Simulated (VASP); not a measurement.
A run of VASP 6.6.1 is set up as follows.

Contents of INCAR:

```
PREC = Accurate
ENCUT = 600
EDIFF = 1E-6
ISMEAR = 0
SIGMA = 0.1
LREAL = F
LASPH = T
NELM = 100
ALGO = Fast
ISIF = 3
LWAVE = F
LCHARG = F
GGA = PS
IBRION = 2
NSW = 100
EDIFFG = -0.002
PSTRESS = 1850.0
```

KPOINTS

```
Automatic mesh
0
Gamma
  22 22 22
```

POSCAR

```
Se
1.0
   -1.3876487866      1.3876487866      1.3876487866
    1.3876487866     -1.3876487866      1.3876487866
    1.3876487866      1.3876487866     -1.3876487866
Se
1
Direct
    0.0000000000      0.0000000000      0.0000000000
```

Potentials or basis: VASP PAW PBE potentials, release 64 (Se).

The run is started by

```bash
$ cat potpaw_PBE.64/Se/POTCAR > POTCAR
$ mpirun -np 1 vasp_std > vasp.out
```

Question: Estimate the relaxed cell.

Answer: a = 2.407 Å, b = 2.407 Å, c = 2.407 Å, α = 109.47°, β = 109.47°, γ = 109.47°.

Question: Predict the relaxed volume.

Answer: 10.73 Å³/atom.

Question: Predict the band gap on the k mesh.

Answer: Zero (bands 3 and 4 overlap by 15.76 eV).

Step by step:
| step | energy change (eV) | largest force (eV/Å) | pressure (GPa) | volume (Å³) |
| --- | --- | --- | --- | --- |
| 1 | 0.0000 | 0.0000 | 188.16 | 10.69 |
| 2 | -0.3641 | 0.0000 | 166.91 | 11.02 |
| 3 | -0.0546 | 0.0000 | 184.96 | 10.73 |
| 4 | -0.0536 | 0.0000 | 185.02 | 10.73 |

Caveat: the cell is relaxed towards a set pressure, so the run minimises the enthalpy, not the energy; the PAW data sets were made with another functional, which shifts forces and pressure a little.
